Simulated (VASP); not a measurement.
# Ge2Pd (P6/mmm) in VASP: further runs, part 2 of 3

VASP 6.6.1. Earlier steps stand in the parts before.

### 4 Single point, PBE, collinear spin

Contents of INCAR:

```
ALGO = Normal ; EDIFF = 1E-7
ENCUT = 520 ; GGA = PE
ISIF = 2 ; ISMEAR = 0
ISPIN = 2 ; LASPH = True
LCHARG = False ; LMAXMIX = 4
LORBIT = 11 ; LREAL = False
LWAVE = False ; MAGMOM = 0 0 1
NBANDS = 30 ; NELM = 150
PREC = Accurate ; SIGMA = 0.1
```

Contents of KPOINTS:

```
k-points
0
Gamma
  6 6 2
```

Contents of POSCAR:

```
Ge2Pd
1.0
    2.8315591489      0.0000000000      0.0000000000
   -1.4157795744      2.4522021552      0.0000000000
    0.0000000000      0.0000000000      7.8740572007
Ge Pd
2 1
Direct
    0.0000000000      0.0000000000      0.3181300742
    0.0000000000      0.0000000000      0.6818699258
    0.0000000000      0.0000000000      0.0000000000
```

Potentials or basis: VASP PAW PBE potentials, release 64 (Ge_d, Pd).

The run is started by

```bash
$ cat potpaw_PBE.64/Ge_d/POTCAR potpaw_PBE.64/Pd/POTCAR > POTCAR
$ mpirun -np 1 vasp_std > vasp.out
```

OUTCAR:

```text
EDIFF = 1E-7
   ENCUT = 520
   GGA = PE
   ISIF = 2
   ISMEAR = 0
   ISPIN = 2
   LASPH = True
   LORBIT = 11
   LREAL = False
   NELM = 150
   PREC = Accurate

 ion  position               nearest neighbor table
   1  0.000  0.000  0.318-   3 2.50   2 2.86
   2  0.000  0.000  0.682-   3 2.50   1 2.86
   3  0.000  0.000  0.000-   1 2.50   2 2.50

  LATTYP: Found a hexagonal cell.
 ALAT       =     2.8315591489
 C/A-ratio  =     2.7808203137

  Lattice vectors:

 A1 = (   2.8315591489,   0.0000000000,   0.0000000000)
 A2 = (  -1.4157795744,   2.4522021552,   0.0000000000)
 A3 = (   0.0000000000,   0.0000000000,   7.8740572007)

Analysis of symmetry for initial positions (statically):
=====================================================================
 Subroutine PRICEL returns:
 Original cell was already a primitive cell.

 Routine SETGRP: Setting up the symmetry group for a
 hexagonal supercell.

 Subroutine GETGRP returns: Found 24 space group operations
 (whereof 24 operations were pure point group operations)
 out of a pool of 24 trial point group operations.

The static configuration has the point symmetry D_6h.

Analysis of symmetry for dynamics (positions and initial velocities):
=====================================================================
 Subroutine PRICEL returns:
 Original cell was already a primitive cell.

 Routine SETGRP: Setting up the symmetry group for a
 hexagonal supercell.

 Subroutine GETGRP returns: Found 24 space group operations
 (whereof 24 operations were pure point group operations)
 out of a pool of 24 trial point group operations.

The dynamic configuration has the point symmetry D_6h.

Analysis of structural, dynamic, and magnetic symmetry:
=====================================================================
 Subroutine PRICEL returns:
 Original cell was already a primitive cell.

 Routine SETGRP: Setting up the symmetry group for a
 hexagonal supercell.

 Subroutine GETGRP returns: Found 24 space group operations
 (whereof 24 operations were pure point group operations)
 out of a pool of 24 trial point group operations.

The overall configuration has the point symmetry D_6h.

 Subroutine INISYM returns: Found 24 space group operations
 (whereof 24 operations are pure point group operations),
 and found     1 'primitive' translations

----------------------------------------------------------------------------------------

                                     Primitive cell

  volume of cell :      54.6740

  direct lattice vectors                    reciprocal lattice vectors
     2.831559149  0.000000000  0.000000000     0.353162321  0.203898361  0.000000000
    -1.415779574  2.452202155  0.000000000     0.000000000  0.407796722  0.000000000
     0.000000000  0.000000000  7.874057201     0.000000000  0.000000000  0.126999331

  length of vectors
[... 62 lines left out ...]
   NGXF,Y,Z  is equivalent  to a cutoff of  28.18, 28.18, 25.34 a.u.
 SYSTEM =  unknown system
   PREC   = accura    normal or accurate (medium, high low for compatibility)
   ISTART =      0    job   : 0-new  1-cont  2-samecut
   ICHARG =      2    charge: 1-file 2-atom 10-const
   ISPIN  =      2    spin polarized calculation?
   LNONCOLLINEAR =      F non collinear calculations
   LSORBIT =      F    spin-orbit coupling
   LASPH  =      T    aspherical Exc in radial PAW
   ENCUT  =  520.0 eV  38.22 Ry    6.18 a.u.   5.26  5.26 14.64*2*pi/ulx,y,z
   NELM   =    150;   NELMIN=  2; NELMDL= -5     # of ELM steps
   EDIFF  = 0.1E-06   stopping-criterion for ELM
   LREAL  =      F    real-space projection
   EDIFFG = 0.1E-05   stopping-criterion for IOM
   NSW    =      0    number of steps for IOM
   IBRION =     -1    ionic relax: 0-MD 1-quasi-New 2-CG
   NFREE  =      0    steps in history (QN), initial steepest desc. (CG)
   ISIF   =      2    stress and relaxation
   ISYM   =      2    0-nonsym 1-usesym 2-fastsym
   POTIM  = 0.5000    time-step for ionic-motion
   TEBEG  =    0.0;   TEEND  =   0.0 temperature during run
   PSTRESS=    0.0 pullay stress
   NELECT =      38.0000    total number of electrons
   NUPDOWN=      -1.0000    fix difference up-down
   EMIN   =  10.00;   EMAX   =-10.00  energy-range for DOS
   EFERMI =   0.00;   METHOD = LEGACY
   ISMEAR =     0;   SIGMA  =   0.10  broadening in eV -4-tet -1-fermi 0-gaus
   EFERMI_NEDOS =   21; number of points for ismear=-14 and -15
   IALGO  =     38    algorithm
   IMIX   =      4    mixing-type and parameters
     AMIX     =   0.40;   BMIX     =  1.00
     AMIX_MAG =   1.60;   BMIX_MAG =  1.00
  volume/ion in A,a.u.               =      18.22       122.99
  Fermi-wavevector in a.u.,A,eV,Ry     =   1.450138  2.740363 28.611678  2.102899
  Thomas-Fermi vector in A             =   2.567784
   LORBIT       =     11    0 simple, 1 ext, 2 COOP (PROOUT), +10 PAW based schemes
   GGA     = PE    functional components
   LHFCALC =     F    Hartree Fock is set to
   AEXX    =    0.0000 exact exchange contribution
   IVDW    =     0    specifies the selected vdW correction
   LEPSILON=     F    determine dielectric tensor
   LRPA    =     F    only Hartree local field effects (RPA)
 spin polarized calculation
 Gauss-broadening in eV      SIGMA  =   0.10
  energy-cutoff  :      520.00
  volume of cell :       54.67
 maximum number of plane-waves:      1492
 NGX is ok and might be reduce to    24
   NGX = 11   NGY = 11   NGZ = 29

 number of electron      38.0000009 magnetization       0.0430974

 number of electron      38.0000009 magnetization      -0.0005628

 Free energy of the ion-electron system (eV)
  ---------------------------------------------------
  ext. energy  EPLUGINS =         0.00000000
  ---------------------------------------------------
  free energy    TOTEN  =       -14.05628277 eV

  energy without entropy =      -14.04539277  energy(sigma->0) =      -14.05083777

 E-fermi :   6.8795     XC(G=0): -11.5476

 val. band max:        6.6642012270   @ k =   0.3333   0.0000   0.0000
 cond. band min:       6.9089944518   @ k =   0.5000  -0.0000   0.5000
 fundamental gap:      0.2447932248
 Fermi energy:         6.8794636220

 spin component 1

 k-point     1 :       0.0000    0.0000    0.0000
  band No.  band energies     occupation
      1     -17.6998      1.00000
      2     -17.6435      1.00000
      3     -17.6435      1.00000
      4     -17.6408      1.00000
      5     -17.6408      1.00000
      6     -17.6367      1.00000
[... 451 lines left out ...]
     29      21.7441      0.00000
     30      21.8983      0.00000
 Fermi energy:         6.8794636220

 spin component 2

 k-point     1 :       0.0000    0.0000    0.0000
  band No.  band energies     occupation
      1     -17.6999      1.00000
      2     -17.6435      1.00000
      3     -17.6435      1.00000
      4     -17.6408      1.00000
      5     -17.6408      1.00000
      6     -17.6368      1.00000
[... 451 lines left out ...]
     29      21.7438      0.00000
     30      21.8981      0.00000

------------------------ aborting loop because EDIFF is reached ----------------------------------------

  FORCE on cell =-STRESS in cart. coord.  units (eV):
  Direction    XX          YY          ZZ          XY          YZ          ZX
  --------------------------------------------------------------------------------------
  -------------------------------------------------------------------------------------
  Total       -0.1915259     -0.1915259      1.0529438     -0.0000000      0.0000000      0.0000000
  in kB       -5.6125170     -5.6125170     30.8556923     -0.0000000      0.0000000      0.0000000
  external PRESSURE =       6.5435527 kB  Pullay stress =       0.0000000 kB

 VOLUME and BASIS-vectors are now :
 -----------------------------------------------------------------------------
  energy-cutoff  :      520.00
  volume of cell :       54.67
      direct lattice vectors                 reciprocal lattice vectors
     2.831559149  0.000000000  0.000000000     0.353162321  0.203898361  0.000000000
    -1.415779574  2.452202155  0.000000000     0.000000000  0.407796722  0.000000000
     0.000000000  0.000000000  7.874057201     0.000000000  0.000000000  0.126999331

 POSITION                                       TOTAL-FORCE (eV/Angst)
 -----------------------------------------------------------------------------------
      0.00000      0.00000      2.50497        -0.000000      0.000000     -0.039257
      0.00000      0.00000      5.36908         0.000000     -0.000000      0.039257
      0.00000      0.00000      0.00000        -0.000000     -0.000000      0.000000
 -----------------------------------------------------------------------------------
    total drift:                                0.000000      0.000000      0.000000

  FREE ENERGIE OF THE ION-ELECTRON SYSTEM (eV)
  ---------------------------------------------------
  free  energy   TOTEN  =       -14.0562827739 eV

  energy  without entropy=      -14.0453927666  energy(sigma->0) =      -14.05083777

 total charge

# of ion       s       p       d       tot
------------------------------------------
    1        1.252   0.951  10.031  12.234
    2        1.252   0.951  10.031  12.234
    3        0.487   0.380   8.540   9.407
--------------------------------------------------
tot          2.991   2.282  28.603  33.876

 magnetization (x)

# of ion       s       p       d       tot
------------------------------------------
    1       -0.000  -0.000  -0.000  -0.000
    2       -0.000  -0.000  -0.000  -0.000
    3        0.000  -0.000   0.000  -0.000
--------------------------------------------------
tot         -0.000  -0.000   0.000  -0.000
```

OSZICAR:

```text
N       E                     dE             d eps       ncg     rms          rms(c)
DAV:   1     0.315925777670E+03    0.31593E+03   -0.17230E+04  2130   0.320E+03
DAV:   2     0.323666028112E+02   -0.28356E+03   -0.27011E+03  1686   0.718E+02
DAV:   3    -0.123998723824E+02   -0.44766E+02   -0.44179E+02  1886   0.147E+02
DAV:   4    -0.141121967325E+02   -0.17123E+01   -0.17105E+01  1984   0.321E+01
DAV:   5    -0.141528479550E+02   -0.40651E-01   -0.40648E-01  2064   0.516E+00    0.638E+00
DAV:   6    -0.140500182731E+02    0.10283E+00   -0.59708E-01  1944   0.450E+00    0.301E+00
DAV:   7    -0.140962512004E+02   -0.46233E-01   -0.50188E-01  2236   0.321E+00    0.210E+00
DAV:   8    -0.140561287240E+02    0.40122E-01   -0.16186E-01  1948   0.211E+00    0.748E-01
DAV:   9    -0.140565813634E+02   -0.45264E-03   -0.90243E-03  1930   0.526E-01    0.293E-01
DAV:  10    -0.140562130747E+02    0.36829E-03   -0.82352E-04  2126   0.216E-01    0.131E-01
DAV:  11    -0.140562524765E+02   -0.39402E-04   -0.35164E-04  1896   0.119E-01    0.401E-02
DAV:  12    -0.140562812484E+02   -0.28772E-04   -0.54066E-05  1898   0.415E-02    0.170E-02
DAV:  13    -0.140562816722E+02   -0.42382E-06   -0.51699E-06  2038   0.156E-02    0.607E-03
DAV:  14    -0.140562825956E+02   -0.92335E-06   -0.90471E-07  1716   0.495E-03    0.315E-03
DAV:  15    -0.140562827505E+02   -0.15491E-06   -0.12609E-07  1430   0.279E-03    0.105E-03
DAV:  16    -0.140562827739E+02   -0.23421E-07   -0.53183E-08  1252   0.149E-03
   1 F= -.14056283E+02 E0= -.14050838E+02  d E =-.108900E-01  mag=    -0.0004
```

stdout:

```text
POSCAR found type information on POSCAR GePd
 POSCAR found :  2 types and       3 ions
 scaLAPACK will be used
 LDA part: xc-table for (Slater+PW92), standard interpolation
 POSCAR, INCAR and KPOINTS ok, starting setup
 FFT: planning ... GRIDC
 FFT: planning ... GRID_SOFT
 FFT: planning ... GRID
 WAVECAR not read
 entering main loop
```

Run time: 1.9 min. Hardware: 1 thread of Intel Xeon 8259CL, shared host; peak memory 0.22 GiB.

Results:

```
Free energy                                           : -14.0563 eV
Pressure                                              : 0.7 GPa
Largest force                                         : 0.039 eV/Å
Band gap on the k mesh                                : zero (filled and empty bands overlap)
Net moment                                            : 0.00 μB per cell
Valence electrons inside the program's atomic spheres : Ge 12.23; Pd 9.41
```

Forces in eV/Å, atoms in the order of the input:
```
Ge   0.000  0.000 -0.039
Ge   0.000  0.000  0.039
Pd   0.000  0.000  0.000
```

Stress tensor (GPa, compression positive):
```
-0.56  0.00  0.00
 0.00 -0.56  0.00
 0.00  0.00  3.09
```

Caveat: the k points lie up to 0.43 Å⁻¹ apart, too coarse for converged energies and pressures of a metal.

[end of part 2 of 3]
